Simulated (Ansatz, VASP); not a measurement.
**Two plane-wave programs on Be3ZnSe4**

```
CELL_PARAMETERS angstrom
3.74769 0.00000 0.00000
0.00000 7.52403 0.00000
0.00000 0.00000 5.32747
ATOMIC_POSITIONS crystal
Be 0.00000 0.50000 0.00309
Be 0.50000 0.74009 0.50017
Be 0.50000 0.25991 0.50017
Zn 0.00000 0.00000 0.00066
Se 0.00000 0.26700 0.26283
Se 0.00000 0.73300 0.26283
Se 0.50000 0.00000 0.70999
Se 0.50000 0.50000 0.76025
```

Alike in both runs: functional PBE; k mesh 6 × 4 × 4; occupations gaussian, width 0.02 eV; no spin polarisation.

Ansatz relaxed the structure, and its values are those at the end. VASP's run is a single point on that final structure, the one shown.

|  | VASP | Ansatz |
| --- | --- | --- |
| version | VASP 6.6.1 | Ansatz 0.2.0 |
| potentials or method | VASP PAW PBE potentials, release 64 (Be, Zn, Se), cutoff 520 eV | scalar-relativistic, plane waves, PAW |
| valence electrons in the cell | 42 | 82 |

Ansatz gave:

```
gap on the k mesh at the Fermi level (eV) : 2.53
least direct gap on the mesh (eV)         : 2.53
pressure (GPa)                            : 0.0
rms of the force components (eV/Å)        : 0.002
```

Q: What did VASP give for the same quantities?

A: gap on the k mesh at the Fermi level (eV): 2.52; least direct gap on the mesh (eV): 2.52; pressure (GPa): 0.2; rms of the force components (eV/Å): 0.006.

VASP's potentials hold 42 valence electrons a cell and Ansatz's 82, so a difference there can come from the potentials and not from the codes.
